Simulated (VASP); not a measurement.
# BN (Qingsongite) (I-4m2) in VASP: further runs

BN (Qingsongite) is run at these levels: PBE; tasks: relaxation of the atoms.

Everything below comes from runs of VASP 6.6.1. Logs are shortened: lines on timing, memory, paths and dates and some standing lists are left out, and cuts for length are marked.

## Step 1: The cell of the first run

It takes space group I-4m2 (No. 119, tetragonal). Conventional cell: a = 2.556 Å, b = 2.556 Å, c = 3.543 Å, α = 90.00°, β = 90.00°, γ = 90.00°. Within 2.1 Å of B (site symmetry -4m2) lie 4 N at 1.55 Å. Within 2.1 Å of N (site symmetry -4m2) lie 4 B at 1.55 Å.

## Step 2: Relaxation of the atoms, PBE (z stretched by -2 %)

File INCAR:

```
SYSTEM = BN
  PREC = Accurate
  ENCUT = 520
  EDIFF = 1E-7
  ISMEAR = -1
  SIGMA = 0.02
  LREAL = .False.
  LASPH = .True.
  NELM = 100
  ALGO = Normal
  ISIF = 2
  LWAVE = .False.
  LCHARG = .False.
  GGA = PE
  IBRION = 2
  NSW = 80
  EDIFFG = -0.02
```

File KPOINTS:

```
regular mesh
0
Gamma
  14 14 14
  0 0 0
```

File POSCAR:

```
BN
1.0
    0.0000000000      1.8075000000      1.7713500000
    1.8075000000      0.0000000000      1.7713500000
    1.8075000000      1.8075000000      0.0000000000
B N
1 1
Direct
    0.0000000000      0.0000000000      0.0000000000
    0.2500000000      0.2500000000      0.2500000000
```

Potentials or basis: VASP PAW PBE potentials, release 64 (B, N).

Run with:

```console
cat potpaw_PBE.64/B/POTCAR potpaw_PBE.64/N/POTCAR > POTCAR
mpirun -np 1 vasp_std > vasp.out
```

OUTCAR:

```text
SYSTEM = BN
   PREC = Accurate
   ENCUT = 520
   EDIFF = 1E-7
   ISMEAR = -1
   LREAL = .False.
   LASPH = .True.
   NELM = 100
   ISIF = 2
   GGA = PE
   IBRION = 2
   NSW = 80
   EDIFFG = -0.02

 ion  position               nearest neighbor table
   1  0.000  0.000  0.000-   2 1.55   2 1.55   2 1.55   2 1.55
   2  0.250  0.250  0.250-   1 1.55   1 1.55   1 1.55   1 1.55

  LATTYP: Found a body centered tetragonal cell.
 ALAT       =     2.5561910140
 C/A-ratio  =     1.3859292911

  Lattice vectors:

 A1 = (   0.0000000000,  -1.8075000000,  -1.7713500000)
 A2 = (   0.0000000000,   1.8075000000,  -1.7713500000)
 A3 = (   1.8075000000,   0.0000000000,   1.7713500000)

Analysis of symmetry for initial positions (statically):
=====================================================================
 Subroutine PRICEL returns:
 Original cell was already a primitive cell.

 Routine SETGRP: Setting up the symmetry group for a
 body centered tetragonal supercell.

 Subroutine GETGRP returns: Found  8 space group operations
 (whereof  8 operations were pure point group operations)
 out of a pool of 16 trial point group operations.

The static configuration has the point symmetry D_2d.

Analysis of symmetry for dynamics (positions and initial velocities):
=====================================================================
 Subroutine PRICEL returns:
 Original cell was already a primitive cell.

 Routine SETGRP: Setting up the symmetry group for a
 body centered tetragonal supercell.

 Subroutine GETGRP returns: Found  8 space group operations
 (whereof  8 operations were pure point group operations)
 out of a pool of 16 trial point group operations.

The dynamic configuration has the point symmetry D_2d.

 Subroutine INISYM returns: Found  8 space group operations
 (whereof  8 operations are pure point group operations),
 and found     1 'primitive' translations

----------------------------------------------------------------------------------------

                                     Primitive cell

  volume of cell :      11.5742

  direct lattice vectors                    reciprocal lattice vectors
     0.000000000  1.807500000  1.771350000    -0.276625173  0.276625173  0.282270585
     1.807500000  0.000000000  1.771350000     0.276625173 -0.276625173  0.282270585
     1.807500000  1.807500000  0.000000000     0.276625173  0.276625173 -0.282270585

  length of vectors
     2.530758201  2.530758201  2.556191014     0.482410256  0.482410256  0.482410256

  position of ions in fractional coordinates (direct lattice)
     0.000000000  0.000000000  0.000000000
     0.250000000  0.250000000  0.250000000

  ion indices of the primitive-cell ions
   primitive index   ion index
                 1           1
                 2           2

----------------------------------------------------------------------------------------

 KPOINTS: regular mesh

Automatic generation of k-mesh.
 Grid dimensions read from file:
 generate k-points for:   14   14   14

 Generating k-lattice:

  Cartesian coordinates                     Fractional coordinates (reciprocal lattice)
    -0.019758941  0.019758941  0.020162185     0.071428571  0.000000000  0.000000000
     0.019758941 -0.019758941  0.020162185     0.000000000  0.071428571  0.000000000
     0.019758941  0.019758941 -0.020162185     0.000000000  0.000000000  0.071428571

  Length of vectors
     0.034457875  0.034457875  0.034457875

  Shift w.r.t. Gamma in fractional coordinates (k-lattice)
     0.000000000  0.000000000  0.000000000

 Subroutine IBZKPT returns following result:
 ===========================================

 Found    244 irreducible k-points:

 Following reciprocal coordinates:
            Coordinates               Weight
  0.000000  0.000000  0.000000      1.000000
  0.071429 -0.000000  0.000000      8.000000
  0.142857 -0.000000  0.000000      8.000000
  0.214286  0.000000  0.000000      8.000000
  0.285714  0.000000  0.000000      8.000000
  0.357143 -0.000000  0.000000      8.000000
[... 16 lines left out ...]
  0.214286  0.142857  0.000000      8.000000
  0.285714  0.142857  0.000000      8.000000
 [... further k-points ...]
   k-points           NKPTS =    244   k-points in BZ     NKDIM =    244   number of bands    NBANDS=      8
   number of dos      NEDOS =    301   number of ions     NIONS =      2
   total plane-waves  NPLWV =   8000
   dimension x,y,z NGX =    20 NGY =   20 NGZ =   20
   dimension x,y,z NGXF=    40 NGYF=   40 NGZF=   40
   ions per type =               1   1
   NGX,Y,Z   is equivalent  to a cutoff of  13.14, 13.14, 13.01 a.u.
   NGXF,Y,Z  is equivalent  to a cutoff of  26.28, 26.28, 26.01 a.u.
 SYSTEM =  BN
   PREC   = accura    normal or accurate (medium, high low for compatibility)
   ISTART =      0    job   : 0-new  1-cont  2-samecut
   ICHARG =      2    charge: 1-file 2-atom 10-const
   ISPIN  =      1    spin polarized calculation?
   LNONCOLLINEAR =      F non collinear calculations
   LSORBIT =      F    spin-orbit coupling
   LASPH  =      T    aspherical Exc in radial PAW
   ENCUT  =  520.0 eV  38.22 Ry    6.18 a.u.   4.71  4.71  4.75*2*pi/ulx,y,z
   NELM   =    100;   NELMIN=  2; NELMDL= -5     # of ELM steps
   EDIFF  = 0.1E-06   stopping-criterion for ELM
   LREAL  =      F    real-space projection
   EDIFFG = -.2E-01   stopping-criterion for IOM
   NSW    =     80    number of steps for IOM
   IBRION =      2    ionic relax: 0-MD 1-quasi-New 2-CG
   NFREE  =      1    steps in history (QN), initial steepest desc. (CG)
   ISIF   =      2    stress and relaxation
   ISYM   =      2    0-nonsym 1-usesym 2-fastsym
   POTIM  = 0.5000    time-step for ionic-motion
   TEBEG  =    0.0;   TEEND  =   0.0 temperature during run
   PSTRESS=    0.0 pullay stress
   NELECT =       8.0000    total number of electrons
   NUPDOWN=      -1.0000    fix difference up-down
   EMIN   =  10.00;   EMAX   =-10.00  energy-range for DOS
   EFERMI =   0.00;   METHOD = LEGACY
   ISMEAR =    -1;   SIGMA  =   0.02  broadening in eV -4-tet -1-fermi 0-gaus
   EFERMI_NEDOS =   21; number of points for ismear=-14 and -15
   IALGO  =     38    algorithm
   IMIX   =      4    mixing-type and parameters
     AMIX     =   0.40;   BMIX     =  1.00
     AMIX_MAG =   1.60;   BMIX_MAG =  1.00
  volume/ion in A,a.u.               =       5.79        39.05
  Fermi-wavevector in a.u.,A,eV,Ry     =   1.447464  2.735311 28.506282  2.095153
  Thomas-Fermi vector in A             =   2.565416
   LORBIT       =      0    0 simple, 1 ext, 2 COOP (PROOUT), +10 PAW based schemes
   GGA     = PE    functional components
   LHFCALC =     F    Hartree Fock is set to
   AEXX    =    0.0000 exact exchange contribution
   IVDW    =     0    specifies the selected vdW correction
   LEPSILON=     F    determine dielectric tensor
   LRPA    =     F    only Hartree local field effects (RPA)
 conjugate gradient relaxation of ions
 non-spin polarized calculation
  energy-cutoff  :      520.00
  volume of cell :       11.57
 maximum number of plane-waves:       323
   NGX =  9   NGY =  9   NGZ =  9

 number of electron       7.9999998 magnetization

 Free energy of the ion-electron system (eV)
  ---------------------------------------------------
  ext. energy  EPLUGINS =         0.00000000
  ---------------------------------------------------
  free energy    TOTEN  =       -17.43263929 eV

  energy without entropy =      -17.43263929  energy(sigma->0) =      -17.43263929

 E-fermi :   8.1675     XC(G=0): -12.9226

 val. band max:        7.7849565823   @ k =   0.0000   0.0000   0.0000
 cond. band min:      11.9012261242   @ k =   0.5000   0.5000   0.0000
 fundamental gap:      4.1162695419
 Fermi energy:         8.1674840034

 k-point     1 :       0.0000    0.0000    0.0000
  band No.  band energies     occupation
      1     -12.8076      2.00000
      2       7.5894      2.00000
      3       7.5894      2.00000
      4       7.7850      2.00000
      5      16.4784      0.00000
      6      16.6227      0.00000
      7      16.6227      0.00000
      8      18.3321      0.00000

 k-point     2 :       0.0714   -0.0000    0.0000
  band No.  band energies     occupation
      1     -12.6813      2.00000
      2       6.9494      2.00000
      3       7.4457      2.00000
      4       7.5992      2.00000
      5      16.6510      0.00000
      6      16.8293      0.00000
      7      16.8469      0.00000
      8      18.7382      0.00000

 k-point     3 :       0.1429   -0.0000    0.0000
  band No.  band energies     occupation
      1     -12.3054      2.00000
      2       5.2733      2.00000
      3       7.0781      2.00000
      4       7.2532      2.00000
      5      16.9931      0.00000
      6      17.3366      0.00000
      7      17.3464      0.00000
      8      19.7806      0.00000

 k-point     4 :       0.2143    0.0000    0.0000
  band No.  band energies     occupation
      1     -11.6914      2.00000
      2       3.1815      2.00000
      3       6.6167      2.00000
      4       6.8290      2.00000
      5      17.2985      0.00000
      6      17.8870      0.00000
      7      17.9456      0.00000
      8      20.9690      0.00000

 k-point     5 :       0.2857    0.0000    0.0000
  band No.  band energies     occupation
      1     -10.8659      2.00000
      2       1.0281      2.00000
      3       6.1741      2.00000
      4       6.4245      2.00000
      5      17.5565      0.00000
      6      18.2522      0.00000
      7      18.4148      0.00000
      8      21.9520      0.00000
[... 177 lines left out ...]
 k-point    22 :       0.1429    0.1429    0.0000
  band No.  band energies     occupation
      1     -12.1197      2.00000
      2       6.1485      2.00000
      3       6.1485      2.00000
      4       6.1938      2.00000
      5      15.6249      0.00000
      6      18.5808      0.00000
      7      18.5808      0.00000
      8      19.6576      0.00000

 k-point    23 :       0.2143    0.1429    0.0000
  band No.  band energies     occupation
      1     -11.6599      2.00000
      2       4.4824      2.00000
      3       5.5942      2.00000
      4       6.1714      2.00000
      5      15.5393      0.00000
      6      19.2043      0.00000
      7      19.3778      0.00000
      8      20.1678      0.00000

 k-point    24 :       0.2857    0.1429    0.0000
  band No.  band energies     occupation
      1     -10.9742      2.00000
      2       2.5131      2.00000
      3       5.1338      2.00000
      4       5.8721      2.00000
      5      15.8384      0.00000
      6      19.6315      0.00000
      7      19.9597      0.00000
      8      20.6330      0.00000

 [... further k-points ...]
[... 5 lines left out ...]
  --------------------------------------------------------------------------------------
  -------------------------------------------------------------------------------------
  Total        0.5247383      0.5247383      1.4131769      0.0000000     -0.0000000      0.0000000
  in kB       72.6377405     72.6377405    195.6212870      0.0000000     -0.0000000      0.0000000
  external PRESSURE =     113.6322560 kB  Pullay stress =       0.0000000 kB

 VOLUME and BASIS-vectors are now :
 -----------------------------------------------------------------------------
  energy-cutoff  :      520.00
  volume of cell :       11.57
      direct lattice vectors                 reciprocal lattice vectors
     0.000000000  1.807500000  1.771350000    -0.276625173  0.276625173  0.282270585
     1.807500000  0.000000000  1.771350000     0.276625173 -0.276625173  0.282270585
     1.807500000  1.807500000  0.000000000     0.276625173  0.276625173 -0.282270585

 POSITION                                       TOTAL-FORCE (eV/Angst)
 -----------------------------------------------------------------------------------
      0.00000      0.00000      0.00000         0.000000      0.000000     -0.000000
      0.90375      0.90375      0.88567        -0.000000     -0.000000      0.000000
 -----------------------------------------------------------------------------------
    total drift:                                0.000001      0.000001     -0.000001

  FREE ENERGIE OF THE ION-ELECTRON SYSTEM (eV)
  ---------------------------------------------------
  free  energy   TOTEN  =       -17.4326392900 eV

  energy  without entropy=      -17.4326392900  energy(sigma->0) =      -17.43263929

 reached required accuracy - stopping structural energy minimisation
```

It took 14 s on 1 thread of Intel Xeon Platinum 8488C (Sapphire Rapids), shared host; peak memory 0.14 GiB.

Results:

* Free energy: -17.4326 eV
* Pressure after relaxing: 11.4 GPa
* Band gap on the k mesh: 4.12 eV, indirect (least direct gap 8.69 eV)

Stress tensor (GPa, compression positive):
```
 7.26  0.00  0.00
 0.00  7.26  0.00
 0.00  0.00 19.56
```

Final structure:
```
CELL_PARAMETERS angstrom
0.00000 1.80750 1.77135
1.80750 0.00000 1.77135
1.80750 1.80750 0.00000
ATOMIC_POSITIONS crystal
B 0.00000 0.00000 0.00000
N 0.25000 0.25000 0.25000
```

Caveat: the cell differs from its parent crystal (z stretched by -2 %); the relaxation stopped at its first step, so nothing moved.

[end of part 1 of 2]
